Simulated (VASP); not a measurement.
Input of a VASP 6.6.1 run:

The input INCAR:

```
PREC     = Accurate       # precision mode
ENCUT    = 520            # plane-wave cutoff, eV
EDIFF    = 1E-6           # SCF threshold, eV
ISMEAR   = 0              # smearing method
SIGMA    = 0.15           # smearing width, eV
LREAL    = F              # projectors in reciprocal space
LASPH    = T              # aspherical terms in the spheres
NELM     = 60             # most SCF steps
ALGO     = Fast           # electronic algorithm
ISIF     = 2              # what is computed and relaxed
LWAVE    = F              # write WAVECAR
LCHARG   = F              # write CHGCAR
GGA      = PS             # functional
NBANDS   = 21             # bands
```

The input KPOINTS:

```
Automatic mesh
0
Gamma
  15 15 10
```

POSCAR

```
Pb
1.0
    3.4800006906      0.0000000000      0.0000000000
   -1.7400003453      3.0137690032      0.0000000000
    0.0000000000      0.0000000000      5.4782000000
Pb
2
Direct
    0.3333333333      0.6666666667      0.2500000000
    0.6666666667      0.3333333333      0.7500000000
```

Potentials or basis: VASP PAW PBE potentials, release 64 (Pb_d).

Command:

```console
$ cat potpaw_PBE.64/Pb_d/POTCAR > POTCAR
$ mpirun -np 1 vasp_std > vasp.out
```

Problem. What does it give for the band gap on the k mesh?

Solution. Zero (band 14 reaches 13.32 eV, above the bottom of band 15 at 5.49 eV).

Problem. Estimate the pressure.

Solution. 2.1 GPa.

Stress tensor (GPa, compression positive):
```
1.02 0.00 0.00
0.00 1.02 0.00
0.00 0.00 4.25
```

Caveat: the cell differs from its parent crystal (strain -0.0200 x Voigt [0, 0, 1, 0, 0, 0]); the PAW data sets were made with another functional, which shifts forces and pressure a little; spin-orbit coupling is left out, which moves the levels of the heavy elements.
